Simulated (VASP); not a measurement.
Set up this calculation in VASP 6.6.1, as the native input.

```
Task                   : single point
Functional             : PBE
Potentials or basis    : VASP PAW PBE potentials, release 64 (K_sv, Br)
Cutoff                 : 520 eV
k mesh                 : 4 × 4 × 2
Occupations            : gaussian, width 0.1 eV
Spin                   : no spin polarisation
Dipole correction      : no
Further INCAR settings : ALGO = Normal; EDIFF = 1e-06; NBANDS = 40
```

The structure of KBr3 lies in POSCAR:

```
KBr3
1.0
    4.7858664500      0.0000000000      0.0000000000
    0.0000000000      4.7858664500      0.0000000000
    0.0000000000      0.0000000000     10.8963748400
K Br
2 6
Direct
    0.0000000000      0.0000000000      0.0000000000
    0.5000000000      0.5000000000      0.5000000000
    0.0000000000      0.0000000000      0.5000000000
    0.5000000000      0.5000000000      0.0000000000
    0.0000000000      0.5000000000      0.1753643400
    0.5000000000      0.0000000000      0.8246356600
    0.5000000000      0.0000000000      0.3246356600
    0.0000000000      0.5000000000      0.6753643400
```

These files were run (other wordings do the same):

INCAR

```
SYSTEM = KBr3
PREC = Accurate
ENCUT = 520
EDIFF = 1E-6
ISMEAR = 0
SIGMA = 0.1
LREAL = .FALSE.
LASPH = .TRUE.
NELM = 80
ALGO = Normal
ISIF = 2
LWAVE = .FALSE.
LCHARG = .FALSE.
GGA = PE
NBANDS = 40
```

KPOINTS

```
Automatic mesh
0
G
  4 4 2
  0 0 0
```

Potentials or basis: VASP PAW PBE potentials, release 64 (K_sv, Br).

Run with:

```sh
$ cat potpaw_PBE.64/K_sv/POTCAR potpaw_PBE.64/Br/POTCAR > POTCAR
$ mpirun -np 1 vasp_std > vasp.out
```

Results of the run:

```json
{"Pressure": "3.5 GPa", "Largest force": "0.694 eV/Å", "Band gap on the k mesh": "zero (bands 30 and 31 overlap by 0.06 eV)"}
```

Caveat: the cell stands under pressure.

It took 91 s on 1 thread of Intel(R) Xeon(R) Platinum 8375C CPU @ 2.90GHz (Ice Lake), on a shared host, peak memory 0.35 GiB.
